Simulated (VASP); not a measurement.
Set up this calculation in VASP 6.6.1, as the native input.

| Quantity | Value |
| --- | --- |
| Task | single point |
| Functional | PBE |
| Potentials or basis | VASP PAW PBE potentials, release 64 (Ge_d) |
| Cutoff | 520 eV |
| k mesh | 15 × 15 × 4 |
| Occupations | gaussian, width 0.15 eV |
| Spin | no spin polarisation |
| Dipole correction | no |
| Further INCAR settings | ALGO = Fast; EDIFF = 1e-06; NBANDS = 66 |

The structure of Ge lies in POSCAR:

```
Ge
1.0
    4.0933312841      0.0000000000      0.0000000000
   -2.0466656421      3.5449288781      0.0000000000
    0.0000000000      0.0000000000     13.1580134127
Ge
8
Direct
    0.0000000000      0.0000000000      0.4067747625
    0.0000000000      0.0000000000      0.5932252375
    0.0000000000      0.0000000000      0.9067747625
    0.0000000000      0.0000000000      0.0932252375
    0.3333333333      0.6666666667      0.3442031336
    0.6666666667      0.3333333333      0.6557968664
    0.6666666667      0.3333333333      0.8442031336
    0.3333333333      0.6666666667      0.1557968664
```

This isn't the form of Ge at room conditions, which is diamond.

This cell differs from its parent crystal: atoms shifted along a free coordinate, c/a of the conventional cell at fixed volume 3.2145.

These files were run (other wordings do the same):

INCAR

```
PREC = Accurate
ENCUT = 520
EDIFF = 1E-6
ISMEAR = 0
SIGMA = 0.15
LREAL = False
LASPH = True
NELM = 80
ALGO = Fast
ISIF = 2
LWAVE = False
LCHARG = True
GGA = PE
LELF = True
LVHAR = True
NBANDS = 66
```

KPOINTS

```
regular mesh
0
Gamma
  15 15 4
```

Potentials or basis: VASP PAW PBE potentials, release 64 (Ge_d).

The run is started by

```console
$ cat potpaw_PBE.64/Ge_d/POTCAR > POTCAR
$ mpirun -np 1 vasp_std > vasp.out
```

It gave:

| Item | Value |
| --- | --- |
| Pressure | 0.0 GPa |
| Largest force | 0.180 eV/Å |
| Band gap on the k mesh | zero (bands 56 and 57 overlap by 0.05 eV) |

Caveat: semilocal functionals underestimate gaps, so a narrow gap can read as zero.

Run time: 30 min on 1 thread of Oxide Virtual Turin-like Processor (shared host), peak memory 0.71 GiB.
